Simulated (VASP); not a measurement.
WC:

```
W C
1.0
     1.64035   -2.11804    0.00000
     1.64035    2.11804    0.00000
     0.00000    0.00000    4.30942
W C
1 1
Direct
  0.50000 0.50000 0.50000
  0.00000 0.00000 0.00000
```

| Quantity | Value |
| --- | --- |
| Program | VASP 6.6.1 |
| Task | relaxation of cell and atoms |
| Functional | revPBE |
| Dispersion | D3(BJ) |
| Potentials or basis | VASP PAW PBE potentials, release 64 (W_sv, C) |
| Cutoff | 600 eV |
| k mesh | 10 × 10 × 6 |
| Occupations | fermi-dirac, width 0.05 eV |
| Spin | no spin polarisation |

At the start: pressure -36.3 GPa; volume 14.97 Å³/atom.

Question: How do energy, volume and symmetry change on relaxing?

Answer: Over 19 steps the energy falls by 1997.8 meV/atom and the volume is 11.25 Å³/atom (-24.8 %); space group Cmmm (No. 65, to 0.05 Å).

Step by step:
| step | energy change (eV) | largest force (eV/Å) | pressure (GPa) | volume (Å³) |
| --- | --- | --- | --- | --- |
| 1 | 0.0000 | 0.0000 | -36.34 | 29.94 |
| 2 | -1.8032 | 0.0000 | 125.90 | 17.13 |
| 3 | -2.5104 | 0.0000 | 25.01 | 20.29 |
| 4 | -2.5760 | 0.0000 | 119.74 | 17.94 |
| 5 | -3.3507 | 0.0000 | 54.02 | 19.16 |
| 6 | -3.8000 | 0.0000 | -23.66 | 23.95 |
| 7 | -3.9360 | 0.0000 | -5.08 | 22.17 |
| 8 | -3.9783 | 0.0000 | 1.70 | 22.09 |
| 9 | -3.9788 | 0.0000 | 2.56 | 22.08 |
| 10 | -3.9782 | 0.0000 | 4.32 | 22.06 |
| 11 | -3.9789 | 0.0000 | 3.03 | 22.08 |
| 12 | -3.9923 | 0.0000 | 0.66 | 22.41 |
| 13 | -3.9939 | 0.0000 | -0.16 | 22.54 |
| 14 | -3.9941 | 0.0000 | -0.42 | 22.58 |
| 15 | -3.9954 | 0.0000 | 0.04 | 22.52 |
| 16 | -3.9955 | 0.0000 | 0.21 | 22.50 |
| 17 | -3.9955 | 0.0000 | 0.19 | 22.50 |
| 18 | -3.9955 | 0.0000 | -0.25 | 22.52 |
| 19 | -3.9955 | 0.0000 | 0.01 | 22.51 |

Final structure:
```cif
data_structure
_symmetry_space_group_name_H-M 'P 1'
_symmetry_Int_Tables_number 1
_cell_length_a 2.9381
_cell_length_b 2.9381
_cell_length_c 3.0059
_cell_angle_alpha 90.000
_cell_angle_beta 90.000
_cell_angle_gamma 119.843
_cell_volume 22.51
loop_
_atom_site_label
_atom_site_type_symbol
_atom_site_fract_x
_atom_site_fract_y
_atom_site_fract_z
_atom_site_occupancy
W1 W 0.50000 0.50000 0.50000 1
C1 C 0.00000 0.00000 0.00000 1
```

Caveat: the volume moved by over 15 % at a fixed basis, so the end points are rough; the PAW data sets were made with another functional, which shifts forces and pressure a little; pairwise dispersion overbinds metals, which lowers pressure and volume.
